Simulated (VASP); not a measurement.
# CsCu (P-6m2) in VASP: notebook, part 2 of 2

VASP 6.6.1. Earlier steps stand in the parts before.

**4. Relaxation of cell and atoms, PBE**

This run uses another cell than the first one, of 50.56 Å³/atom.

INCAR reads:

```
PREC     = Accurate       # precision mode
ENCUT    = 600            # plane-wave cutoff, eV
EDIFF    = 1E-6           # SCF threshold, eV
ISMEAR   = 0              # smearing method
SIGMA    = 0.02           # smearing width, eV
LREAL    = F              # projectors in reciprocal space
LASPH    = T              # aspherical terms in the spheres
NELM     = 80             # most SCF steps
ALGO     = Normal         # electronic algorithm
ISIF     = 3              # what is computed and relaxed
LWAVE    = F              # write WAVECAR
LCHARG   = F              # write CHGCAR
GGA      = PE             # functional
IBRION   = 2              # ionic algorithm
NSW      = 100            # ionic steps
EDIFFG   = -0.01          # ionic threshold
```

KPOINTS reads:

```
regular mesh
0
Gamma
  6 6 6
```

POSCAR reads:

```
CsCu
1.0
    5.0531148693      0.0000000000      0.0000000000
   -2.5265574347      4.3761258451      0.0000000000
    0.0000000000      0.0000000000      4.5724842304
Cs Cu
1 1
Direct
    0.3333333333      0.6666666667      0.5000000000
    0.0000000000      0.0000000000      0.0000000000
```

Potentials or basis: VASP PAW PBE potentials, release 64 (Cs_sv, Cu).

Started as:

```sh
$ cat potpaw_PBE.64/Cs_sv/POTCAR potpaw_PBE.64/Cu/POTCAR > POTCAR
$ mpirun -np 1 vasp_std > vasp.out
```

OUTCAR:

```text
PREC = Accurate
   ENCUT = 600
   EDIFF = 1E-6
   ISMEAR = 0
   LREAL = F
   LASPH = T
   NELM = 80
   ISIF = 3
   GGA = PE
   IBRION = 2
   NSW = 100
   EDIFFG = -0.01

 ion  position               nearest neighbor table
   1  0.333  0.667  0.500-
   2  0.000  0.000  0.000-

  LATTYP: Found a hexagonal cell.
 ALAT       =     5.0531148693
 C/A-ratio  =     0.9048842840

  Lattice vectors:

 A1 = (   5.0531148693,   0.0000000000,   0.0000000000)
 A2 = (  -2.5265574347,   4.3761258451,   0.0000000000)
 A3 = (   0.0000000000,   0.0000000000,   4.5724842304)

Analysis of symmetry for initial positions (statically):
=====================================================================
 Subroutine PRICEL returns:
 Original cell was already a primitive cell.

 Routine SETGRP: Setting up the symmetry group for a
 hexagonal supercell.

 Subroutine GETGRP returns: Found 12 space group operations
 (whereof 12 operations were pure point group operations)
 out of a pool of 24 trial point group operations.

The static configuration has the point symmetry D_3h.

Analysis of symmetry for dynamics (positions and initial velocities):
=====================================================================
 Subroutine PRICEL returns:
 Original cell was already a primitive cell.

 Routine SETGRP: Setting up the symmetry group for a
 hexagonal supercell.

 Subroutine GETGRP returns: Found 12 space group operations
 (whereof 12 operations were pure point group operations)
 out of a pool of 24 trial point group operations.

The dynamic configuration has the point symmetry D_3h.

 Subroutine INISYM returns: Found 12 space group operations
 (whereof 12 operations are pure point group operations),
 and found     1 'primitive' translations

----------------------------------------------------------------------------------------

                                     Primitive cell

  volume of cell :     101.1116

  direct lattice vectors                    reciprocal lattice vectors
     5.053114869  0.000000000  0.000000000     0.197897738  0.114256312  0.000000000
    -2.526557435  4.376125845  0.000000000     0.000000000  0.228512624  0.000000000
     0.000000000  0.000000000  4.572484230     0.000000000  0.000000000  0.218699497

  length of vectors
     5.053114869  5.053114869  4.572484230     0.228512624  0.228512624  0.218699497

  position of ions in fractional coordinates (direct lattice)
     0.333333333  0.666666667  0.500000000
     0.000000000  0.000000000  0.000000000

  ion indices of the primitive-cell ions
   primitive index   ion index
                 1           1
                 2           2

----------------------------------------------------------------------------------------

 KPOINTS: regular mesh

Automatic generation of k-mesh.
 Grid dimensions read from file:
 generate k-points for:    6    6    6

 Generating k-lattice:

  Cartesian coordinates                     Fractional coordinates (reciprocal lattice)
     0.032982956  0.019042719  0.000000000     0.166666667  0.000000000  0.000000000
[... 51 lines left out ...]
   ISTART =      0    job   : 0-new  1-cont  2-samecut
   ICHARG =      2    charge: 1-file 2-atom 10-const
   ISPIN  =      1    spin polarized calculation?
   LNONCOLLINEAR =      F non collinear calculations
   LSORBIT =      F    spin-orbit coupling
   LASPH  =      T    aspherical Exc in radial PAW
   ENCUT  =  600.0 eV  44.10 Ry    6.64 a.u.  10.09 10.09  9.13*2*pi/ulx,y,z
   NELM   =     80;   NELMIN=  2; NELMDL= -5     # of ELM steps
   EDIFF  = 0.1E-05   stopping-criterion for ELM
   LREAL  =      F    real-space projection
   EDIFFG = -.1E-01   stopping-criterion for IOM
   NSW    =    100    number of steps for IOM
   IBRION =      2    ionic relax: 0-MD 1-quasi-New 2-CG
   NFREE  =      1    steps in history (QN), initial steepest desc. (CG)
   ISIF   =      3    stress and relaxation
   ISYM   =      2    0-nonsym 1-usesym 2-fastsym
   POTIM  = 0.5000    time-step for ionic-motion
   TEBEG  =    0.0;   TEEND  =   0.0 temperature during run
   PSTRESS=    0.0 pullay stress
   NELECT =      20.0000    total number of electrons
   NUPDOWN=      -1.0000    fix difference up-down
   EMIN   =  10.00;   EMAX   =-10.00  energy-range for DOS
   EFERMI =   0.00;   METHOD = LEGACY
   ISMEAR =     0;   SIGMA  =   0.02  broadening in eV -4-tet -1-fermi 0-gaus
   EFERMI_NEDOS =   21; number of points for ismear=-14 and -15
   IALGO  =     38    algorithm
   IMIX   =      4    mixing-type and parameters
     AMIX     =   0.40;   BMIX     =  1.00
     AMIX_MAG =   1.60;   BMIX_MAG =  1.00
  volume/ion in A,a.u.               =      50.56       341.17
  Fermi-wavevector in a.u.,A,eV,Ry     =   0.953860  1.802533 12.379234  0.909848
  Thomas-Fermi vector in A             =   2.082553
   LORBIT       =      0    0 simple, 1 ext, 2 COOP (PROOUT), +10 PAW based schemes
   GGA     = PE    functional components
   LHFCALC =     F    Hartree Fock is set to
   AEXX    =    0.0000 exact exchange contribution
   IVDW    =     0    specifies the selected vdW correction
   LEPSILON=     F    determine dielectric tensor
   LRPA    =     F    only Hartree local field effects (RPA)
 conjugate gradient relaxation of ions
 non-spin polarized calculation
 Gauss-broadening in eV      SIGMA  =   0.02
  energy-cutoff  :      600.00
  volume of cell :      101.11
 maximum number of plane-waves:      3392
   NGX = 21   NGY = 21   NGZ = 19

--------------------------------------- Ionic step        1  -------------------------------------------

 number of electron      20.0000009 magnetization

 Free energy of the ion-electron system (eV)
  ---------------------------------------------------
  ext. energy  EPLUGINS =         0.00000000
  ---------------------------------------------------
  free energy    TOTEN  =        -3.58998315 eV

  energy without entropy =       -3.58998315  energy(sigma->0) =       -3.58998315

------------------------ aborting loop because EDIFF is reached ----------------------------------------

  FORCE on cell =-STRESS in cart. coord.  units (eV):
  Direction    XX          YY          ZZ          XY          YZ          ZX
  --------------------------------------------------------------------------------------
  -------------------------------------------------------------------------------------
  Total        0.0390128      0.0390128      0.0281381     -0.0000000     -0.0000000     -0.0000000
  in kB        0.6181818      0.6181818      0.4458654     -0.0000000     -0.0000000     -0.0000000
  external PRESSURE =       0.5607430 kB  Pullay stress =       0.0000000 kB
[... 59 lines left out ...]
--------------------------------------- Ionic step        3  -------------------------------------------

 number of electron      20.0000008 magnetization

 Free energy of the ion-electron system (eV)
  ---------------------------------------------------
  ext. energy  EPLUGINS =         0.00000000
  ---------------------------------------------------
  free energy    TOTEN  =        -3.59018269 eV

  energy without entropy =       -3.59018269  energy(sigma->0) =       -3.59018269

 E-fermi :   0.0297     XC(G=0):  -6.8494

 val. band max:       -0.0826038509   @ k =   0.0000   0.0000   0.5000
 cond. band min:       1.1166741724   @ k =   0.0000   0.0000   0.5000
 fundamental gap:      1.1992780232
 Fermi energy:         0.0297132494

 k-point     1 :       0.0000    0.0000    0.0000
  band No.  band energies     occupation
      1     -21.7621      2.00000
      2      -8.5147      2.00000
      3      -8.5147      2.00000
      4      -8.4285      2.00000
      5      -1.7671      2.00000
      6      -0.5959      2.00000
      7      -0.4722      2.00000
      8      -0.4722      2.00000
      9      -0.4667      2.00000
     10      -0.4667      2.00000
     11       3.5446      0.00000
     12       3.5921      0.00000
     13       3.5921      0.00000
     14       5.6749      0.00000
[... 377 lines left out ...]
      1     -21.7320      2.00000
      2      -8.7852      2.00000
      3      -8.6387      2.00000
      4      -8.5132      2.00000
      5      -0.5793      2.00000
      6      -0.5255      2.00000
      7      -0.4785      2.00000
      8      -0.4601      2.00000
      9      -0.4315      2.00000
     10      -0.1743      2.00000
     11       2.1098      0.00000
     12       3.1534      0.00000
     13       3.4758      0.00000
     14       4.1626      0.00000

 [... further k-points ...]

------------------------ aborting loop because EDIFF is reached ----------------------------------------

  FORCE on cell =-STRESS in cart. coord.  units (eV):
  Direction    XX          YY          ZZ          XY          YZ          ZX
  --------------------------------------------------------------------------------------
  -------------------------------------------------------------------------------------
  Total        0.0005833      0.0005833     -0.0117628     -0.0000000      0.0000000      0.0000000
  in kB        0.0091502      0.0091502     -0.1845234     -0.0000000      0.0000000      0.0000000
  external PRESSURE =      -0.0554077 kB  Pullay stress =       0.0000000 kB
[... 17 lines left out ...]
  FREE ENERGIE OF THE ION-ELECTRON SYSTEM (eV)
  ---------------------------------------------------
  free  energy   TOTEN  =        -3.5901826856 eV

  energy  without entropy=       -3.5901826856  energy(sigma->0) =       -3.59018269

 reached required accuracy - stopping structural energy minimisation
```

Wall time 57 s (1 thread of Intel Xeon 6975P-C (Granite Rapids), shared host); peak memory 0.27 GiB.

What came out:

| Quantity | Value |
| --- | --- |
| Free energy | -3.5902 eV |
| Relaxed volume | 51.07 Å³/atom |
| Relaxed cell | a = 5.072 Å, b = 5.072 Å, c = 4.585 Å, α = 90.00°, β = 90.00°, γ = 120.00° |
| Space group after relaxing (to 0.1 Å) | P-6m2 (No. 187) |
| Energy gained by relaxing | 0.1 meV/atom |
| Ionic steps | 3 |
| Pressure after relaxing | 0.0 GPa |
| Band gap on the k mesh | 1.20 eV |

Step by step:
```csv
step,energy change (eV),largest force (eV/Å),pressure (GPa),volume (Å³)
1,0.0000,0.0000,0.06,101.11
2,-0.0001,0.0000,0.04,101.37
3,-0.0002,0.0000,-0.01,102.13
```

Final structure:
```
Cs Cu
1.0
     5.07183    0.00000    0.00000
    -2.53592    4.39234    0.00000
     0.00000    0.00000    4.58470
Cs Cu
1 1
Direct
  0.33333 0.66667 0.50000
  0.00000 0.00000 0.00000
```

Levels at points of the mesh, in eV from the valence-band top:
| k point | band 6 | band 7 | band 8 | band 9 | band 10 | band 11 | band 12 | band 13 | band 14 |
| --- | --- | --- | --- | --- | --- | --- | --- | --- | --- |
| (0.00, 0.00, 0.00) | -0.51 | -0.39 | -0.39 | -0.38 | -0.38 | 3.63 | 3.67 | 3.67 | 5.76 |
| (0.50, 0.00, 0.00) | -0.47 | -0.40 | -0.38 | -0.35 | -0.22 | 1.60 | 3.68 | 4.42 | 4.72 |
| (0.00, 0.00, 0.50) | -0.43 | -0.43 | -0.43 | -0.43 | 0.00 | 1.20 | 4.48 | 4.48 | 5.11 |
| (0.50, 0.00, 0.50) | -0.44 | -0.39 | -0.36 | -0.34 | -0.15 | 2.43 | 2.90 | 3.36 | 4.51 |

Caveat: spin-orbit coupling is left out, which moves the levels of the heavy elements.

**5. Single point, PBE**

This run uses another cell than the first one, of 50.56 Å³/atom.

INCAR reads:

```
PREC     = Accurate       # precision mode
ENCUT    = 520            # plane-wave cutoff, eV
EDIFF    = 1E-6           # SCF threshold, eV
ISMEAR   = 0              # smearing method
SIGMA    = 0.1            # smearing width, eV
LREAL    = F              # projectors in reciprocal space
LASPH    = T              # aspherical terms in the spheres
NELM     = 60             # most SCF steps
ALGO     = Normal         # electronic algorithm
ISIF     = 2              # what is computed and relaxed
LWAVE    = F              # write WAVECAR
LCHARG   = F              # write CHGCAR
GGA      = PE             # functional
NBANDS   = 17             # bands
```

KPOINTS reads:

```
Automatic mesh
0
Gamma
  12 12 10
```

POSCAR is that of step 4.

Started as:

```sh
$ cat potpaw_PBE.64/Cs_sv/POTCAR potpaw_PBE.64/Cu/POTCAR > POTCAR
$ mpirun -np 1 vasp_std > vasp.out
```

It took 78 s on 1 thread of Intel Xeon 6975P-C (Granite Rapids), shared host; peak memory 0.37 GiB.

Results (log left out):

- Free energy: -3.5904 eV
- Pressure: 0.0 GPa
- Band gap on the k mesh: 1.19 eV

Levels at points of the mesh, in eV from the valence-band top:
| k point | band 7 | band 8 | band 9 | band 10 | band 11 | band 12 | band 13 | band 14 |
| --- | --- | --- | --- | --- | --- | --- | --- | --- |
| (0.00, 0.00, 0.00) | -0.41 | -0.41 | -0.40 | -0.40 | 3.62 | 3.68 | 3.68 | 5.78 |
| (0.50, 0.00, 0.00) | -0.42 | -0.39 | -0.37 | -0.23 | 1.60 | 3.68 | 4.42 | 4.74 |
| (0.00, 0.00, 0.50) | -0.45 | -0.44 | -0.44 | 0.00 | 1.19 | 4.49 | 4.49 | 5.12 |
| (0.50, 0.00, 0.50) | -0.40 | -0.37 | -0.35 | -0.16 | 2.43 | 2.91 | 3.36 | 4.53 |

Caveat: spin-orbit coupling is left out, which moves the levels of the heavy elements. A k mesh can miss the band edges.

**6. Overview**

| task | cell | k mesh | cutoff (eV) | smearing | gap on the mesh (eV) | pressure (GPa) |
| --- | --- | --- | --- | --- | --- | --- |
| single point | a = 4.898, b = 4.898, c = 6.464 Å, angles 90.0, 90.0, 120.0°, 2 atoms | 6 × 6 × 4 | 520 | gaussian 0.1 eV | none | -1.2 |
| single point | a = 5.053, b = 5.053, c = 4.572 Å, angles 90.0, 90.0, 120.0°, 2 atoms | 6 × 6 × 6 | 520 | gaussian 0.02 eV | 1.19 | 0.0 |
| relaxation of cell and atoms | relaxed from a = 5.053, b = 5.053, c = 4.572 Å, angles 90.0, 90.0, 120.0°, 2 atoms | 6 × 6 × 6 | 600 | gaussian 0.02 eV | 1.20 | 0.0 |
| single point | a = 5.053, b = 5.053, c = 4.572 Å, angles 90.0, 90.0, 120.0°, 2 atoms | 12 × 12 × 10 | 520 | gaussian 0.1 eV | 1.19 | 0.0 |

Alike in all rows: level PBE; potentials or basis VASP PAW PBE potentials, release 64 (Cs_sv, Cu); no spin polarisation.

Caveats: spin-orbit coupling is left out, which moves the levels of the heavy elements.

Total energies depend on the potentials used, so only differences within one code and one set of settings carry meaning.
